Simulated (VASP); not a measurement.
# TaAs (I4_1md) in VASP: single point with PBEsol+U

Aim: the single point of TaAs with PBEsol+U.

Everything below comes from runs of VASP 6.6.1. Logs are shortened: lines on timing, memory, paths and dates and some standing lists are left out, and cuts for length are marked.

## Step 1: The cell of the first run

The structure is tetragonal, space group I4_1md (No. 109). Conventional cell: a = 3.444 Å, b = 3.444 Å, c = 11.736 Å, α = 90.00°, β = 90.00°, γ = 90.00°. Within 3.5 Å of Ta (site symmetry 2mm) lie 6 As at 2.61 to 2.62 Å and 8 Ta at 3.40 to 3.44 Å. Within 3.5 Å of As (site symmetry 2mm) lie 6 Ta at 2.61 to 2.62 Å and 8 As at 3.40 to 3.44 Å.

## Step 2: Single point, PBEsol+U

File POSCAR:

```
TaAs
1.0
   -1.7218133622      1.7218133622      5.8679415361
    1.7218133622     -1.7218133622      5.8679415361
    1.7218133622      1.7218133622     -5.8679415361
Ta As
2 2
Direct
    0.4999673000      0.4999673000      0.0000000000
    0.2499673000      0.7499673000      0.5000000000
    0.0826321200      0.0826321200      0.0000000000
    0.8326321200      0.3326321200      0.5000000000
```

File INCAR.step1:

```
PREC = Accurate
ENCUT = 520
EDIFF = 1E-6
ISMEAR = -1
SIGMA = 0.05
LREAL = F
LASPH = T
NELM = 150
ALGO = Normal
ISIF = 2
LWAVE = F
LCHARG = T
LMAXMIX = 4
LDAU = T
LDAUTYPE = 2
LDAUL = 2 -1
LDAUU = 4 0
LDAUJ = 0 0
LDAUPRINT = 1
GGA = PS
NBANDS = 24
```

File KPOINTS.step1:

```
Automatic mesh
0
Gamma
  11 11 11
```

File INCAR.step2:

```
PREC = Accurate
ENCUT = 520
EDIFF = 1E-6
ISMEAR = -5
SIGMA = 0.05
LREAL = F
LASPH = T
NELM = 150
ALGO = Normal
ISIF = 2
LWAVE = F
LCHARG = F
LMAXMIX = 4
LDAU = T
LDAUTYPE = 2
LDAUL = 2 -1
LDAUU = 4 0
LDAUJ = 0 0
LDAUPRINT = 1
GGA = PS
LORBIT = 10
NEDOS = 1001
ICHARG = 11
```

File KPOINTS.step2:

```
Automatic mesh
0
Gamma
  17 17 17
```

Potentials or basis: VASP PAW PBE potentials, release 64 (Ta_pv, As).

Run with:

```
$ cat potpaw_PBE.64/Ta_pv/POTCAR potpaw_PBE.64/As/POTCAR > POTCAR
$ cp INCAR.step1 INCAR
$ cp KPOINTS.step1 KPOINTS
$ mpirun -np 1 vasp_std > vasp.out
$ cp INCAR.step2 INCAR
$ cp KPOINTS.step2 KPOINTS
$ mpirun -np 1 vasp_std > vasp.out
```

OUTCAR:

```text
PREC = Accurate
   ENCUT = 520
   EDIFF = 1E-6
   ISMEAR = -5
   LREAL = F
   LASPH = T
   NELM = 150
   ISIF = 2
   GGA = PS
   LORBIT = 10
   ICHARG = 11

 ion  position               nearest neighbor table
   1  0.500  0.500  0.000-   4 2.61   4 2.61   3 2.62   3 2.62   3 2.62   3 2.62   2 3.40   2 3.40
                             2 3.40   2 3.40
   2  0.250  0.750  0.500-   3 2.61   3 2.61   4 2.62   4 2.62   4 2.62   4 2.62   1 3.40   1 3.40
                             1 3.40   1 3.40
   3  0.083  0.083  0.000-   2 2.61   2 2.61   1 2.62   1 2.62   1 2.62   1 2.62
   4  0.833  0.333  0.500-   1 2.61   1 2.61   2 2.62   2 2.62   2 2.62   2 2.62

  LATTYP: Found a body centered tetragonal cell.
 ALAT       =     3.4436267244
 C/A-ratio  =     3.4080009279

  Lattice vectors:

 A1 = (  -1.7218133622,   1.7218133622,   5.8679415361)
 A2 = (   1.7218133622,  -1.7218133622,   5.8679415361)
 A3 = (   1.7218133622,   1.7218133622,  -5.8679415361)

Analysis of symmetry for initial positions (statically):
=====================================================================
 Subroutine PRICEL returns:
 Original cell was already a primitive cell.

 Routine SETGRP: Setting up the symmetry group for a
 body centered tetragonal supercell.

 Subroutine GETGRP returns: Found  8 space group operations
 (whereof  4 operations were pure point group operations)
 out of a pool of 16 trial point group operations.

The static configuration has the point symmetry C_2v.
 The point group associated with its full space group is C_4v.

Analysis of symmetry for dynamics (positions and initial velocities):
=====================================================================
 Subroutine PRICEL returns:
 Original cell was already a primitive cell.

 Routine SETGRP: Setting up the symmetry group for a
 body centered tetragonal supercell.

 Subroutine GETGRP returns: Found  8 space group operations
[... 201 lines left out ...]
  0.0000  0.0000  0.0000  0.2267  0.0000
  0.0000  0.0000 -0.0016  0.0000  0.2077

 occupancies and eigenvectors

  o =  0.2076  v =  0.0000  0.0000 -0.0558  0.0000 -0.9984  0.0000  0.0000  0.0000  0.0000  0.0000      0.0000  0.0000  0.0000  0.0000  0.0000  0.0000  0.0000  0.0000  0.0000  0.0000
  o =  0.2076  v =  0.0000  0.0000  0.0000  0.0000  0.0000  0.0000  0.0000 -0.0558  0.0000 -0.9984      0.0000  0.0000  0.0000  0.0000  0.0000  0.0000  0.0000  0.0000  0.0000  0.0000
  o =  0.2267  v =  0.0000  0.0000  0.0000  1.0000  0.0000  0.0000  0.0000  0.0000  0.0000  0.0000      0.0000  0.0000  0.0000  0.0000  0.0000  0.0000  0.0000  0.0000  0.0000  0.0000
  o =  0.2267  v =  0.0000  0.0000  0.0000  0.0000  0.0000  0.0000  0.0000  0.0000  1.0000  0.0000      0.0000  0.0000  0.0000  0.0000  0.0000  0.0000  0.0000  0.0000  0.0000  0.0000
  o =  0.2292  v =  0.0000  0.0000  0.0000  0.0000  0.0000  0.0000  1.0000  0.0000  0.0000  0.0000      0.0000  0.0000  0.0000  0.0000  0.0000  0.0000  0.0000  0.0000  0.0000  0.0000
  o =  0.2292  v =  0.0000  1.0000  0.0000  0.0000  0.0000  0.0000  0.0000  0.0000  0.0000  0.0000      0.0000  0.0000  0.0000  0.0000  0.0000  0.0000  0.0000  0.0000  0.0000  0.0000
  o =  0.2357  v =  0.0000  0.0000 -0.9984  0.0000  0.0558  0.0000  0.0000  0.0000  0.0000  0.0000      0.0000  0.0000  0.0000  0.0000  0.0000  0.0000  0.0000  0.0000  0.0000  0.0000
  o =  0.2357  v =  0.0000  0.0000  0.0000  0.0000  0.0000  0.0000  0.0000 -0.9984  0.0000  0.0558      0.0000  0.0000  0.0000  0.0000  0.0000  0.0000  0.0000  0.0000  0.0000  0.0000
  o =  0.2359  v =  0.0000  0.0000  0.0000  0.0000  0.0000  1.0000  0.0000  0.0000  0.0000  0.0000      0.0000  0.0000  0.0000  0.0000  0.0000  0.0000  0.0000  0.0000  0.0000  0.0000
  o =  0.2359  v =  1.0000  0.0000  0.0000  0.0000  0.0000  0.0000  0.0000  0.0000  0.0000  0.0000      0.0000  0.0000  0.0000  0.0000  0.0000  0.0000  0.0000  0.0000  0.0000  0.0000

 number of electron      32.0000002 magnetization

 Free energy of the ion-electron system (eV)
  ---------------------------------------------------
  ext. energy  EPLUGINS =         0.00000000
  ---------------------------------------------------
  free energy    TOTEN  =       -30.51375991 eV

  energy without entropy =      -30.51375991  energy(sigma->0) =      -30.51375991

 E-fermi :   7.2937     XC(G=0): -12.0304

 val. band max:        7.3514766352   @ k =  -0.3529   0.4118   0.3529
 cond. band min:       7.2509839310   @ k =  -0.2353   0.2941   0.2353
 fundamental gap:     -0.1004927042
 Fermi energy:         7.2936718066

 k-point     1 :       0.0000    0.0000    0.0000
  band No.  band energies     occupation
      1     -28.6561      2.00000
      2     -28.6275      2.00000
      3     -28.6275      2.00000
      4     -28.4839      2.00000
      5     -28.4839      2.00000
      6     -28.4286      2.00000
[... 541 lines left out ...]
     19       9.5560      0.00000
     20       9.8140      0.00000

 [... further k-points ...]

------------------------ aborting loop because EDIFF is reached ----------------------------------------

  FORCE on cell =-STRESS in cart. coord.  units (eV):
  Direction    XX          YY          ZZ          XY          YZ          ZX
  --------------------------------------------------------------------------------------
  -------------------------------------------------------------------------------------
  Total        1.5572029      1.5572029      1.0159751      0.0000000      0.0000000      0.0000000
  in kB       35.8540219     35.8540219     23.3924502      0.0000000      0.0000000      0.0000000
  external PRESSURE =      31.7001646 kB  Pullay stress =       0.0000000 kB

 VOLUME and BASIS-vectors are now :
 -----------------------------------------------------------------------------
  energy-cutoff  :      520.00
  volume of cell :       69.59
      direct lattice vectors                 reciprocal lattice vectors
    -1.721813362  1.721813362  5.867941536     0.000000000  0.290391520  0.085208756
     1.721813362 -1.721813362  5.867941536     0.290391520  0.000000000  0.085208756
     1.721813362  1.721813362 -5.867941536     0.290391520  0.290391520  0.000000000

 POSITION                                       TOTAL-FORCE (eV/Angst)
 -----------------------------------------------------------------------------------
      0.00000      0.00000      5.86756         0.000000      0.000000      0.025243
      1.72181      0.00000      2.93359        -0.000000     -0.000000      0.025243
      0.00000      0.00000      0.96976         0.000000      0.000000     -0.025243
      0.00000      1.72181      3.90373        -0.000000     -0.000000     -0.025243
 -----------------------------------------------------------------------------------
    total drift:                                0.000000      0.000000     -0.000201

  FREE ENERGIE OF THE ION-ELECTRON SYSTEM (eV)
  ---------------------------------------------------
  free  energy   TOTEN  =       -30.5137599080 eV

  energy  without entropy=      -30.5137599080  energy(sigma->0) =      -30.51375991

 total charge

# of ion       s       p       d       tot
------------------------------------------
    1        0.293   6.177   2.228   8.698
    2        0.293   6.177   2.228   8.698
    3        1.190   1.703   0.084   2.978
    4        1.190   1.703   0.084   2.978
--------------------------------------------------
tot          2.966  15.761   4.624  23.352
```

OUTCAR.step1:

```text
PREC = Accurate
   ENCUT = 520
   EDIFF = 1E-6
   ISMEAR = -1
   LREAL = F
   LASPH = T
[... 949 lines left out ...]
      0.00000      0.00000      5.86756         0.000000     -0.000000      0.023762
      1.72181      0.00000      2.93359        -0.000000      0.000000      0.023762
      0.00000      0.00000      0.96976        -0.000000     -0.000000     -0.023762
      0.00000      1.72181      3.90373         0.000000      0.000000     -0.023762
 -----------------------------------------------------------------------------------
    total drift:                                0.000000      0.000000      0.000186

  FREE ENERGIE OF THE ION-ELECTRON SYSTEM (eV)
  ---------------------------------------------------
  free  energy   TOTEN  =       -30.5126036657 eV

  energy  without entropy=      -30.5084100447  energy(sigma->0) =      -30.51050686
```

Wall time 9 min (1 thread of AMD EPYC 9R45 (Zen 5), shared host); peak memory 0.7 GiB.

Results:

```
Valence electrons inside the program's atomic spheres : Ta 8.70; As 2.98
```

Eigenvalues of the final occupation matrices:
| site | spin | trace | eigenvalues |
| --- | --- | --- | --- |
| site 1 d | 1 | 1.14 | 0.21 0.23 0.23 0.24 0.24 |
| site 1 d | 2 | 1.14 | 0.21 0.23 0.23 0.24 0.24 |
| site 2 d | 1 | 1.14 | 0.21 0.23 0.23 0.24 0.24 |
| site 2 d | 2 | 1.14 | 0.21 0.23 0.23 0.24 0.24 |

Caveat: the PAW data sets were made with another functional, which shifts forces and pressure a little; spin-orbit coupling is left out, which moves the levels of the heavy elements; U without spin polarisation on a metal has little footing; the U is typed as a test and isn't derived for this compound.
